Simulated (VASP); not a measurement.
Runs of VASP 6.6.1 on TeWS4. The structure is that of space group F-43m (No. 216), or close to it. The cells are those of the table. 

```tsv
task	cell	k mesh	cutoff (eV)	k mesh for the DOS	occupations for the DOS	gap on the mesh (eV)	pressure (GPa)	relaxed volume (Å³/atom)	largest force (eV/Å)
relaxation of cell and atoms	relaxed from a = 5.259 Å, angles 60.0°, 6 atoms	10 × 10 × 10	600	-	-	none	0.0	(a)	-
single point	a = 5.710 Å, angles 60.0°, 6 atoms	4 × 4 × 4	520	-	-	none	(b)	-	0.27
relaxation of cell and atoms	relaxed from a = 5.710 Å, angles 60.0°, 6 atoms	4 × 4 × 4	600	-	-	none	-0.3	17.22	-
single point	a = 5.259 Å, angles 60.0°, 6 atoms	4 × 4 × 4	520	-	-	none	0.1	-	0.01
```

Alike in all rows: level PBE; potentials or basis VASP PAW PBE potentials, release 64 (Te, W_sv, S); no spin polarisation; smearing gaussian 0.1 eV.

Question: Estimate the missing entries.

Answer: (a) 17.12; (b) -13.4.

Caveats: some runs use coarse meshes; spin-orbit coupling is left out, which moves the levels of the heavy elements; the volume moved by over 15 % at a fixed basis, so the end points are rough (some runs).

A k mesh can miss the band edges, and the runs leave out spin-orbit coupling on Te, W.

A gap of «none» marks levels without a gap at the run's occupations.
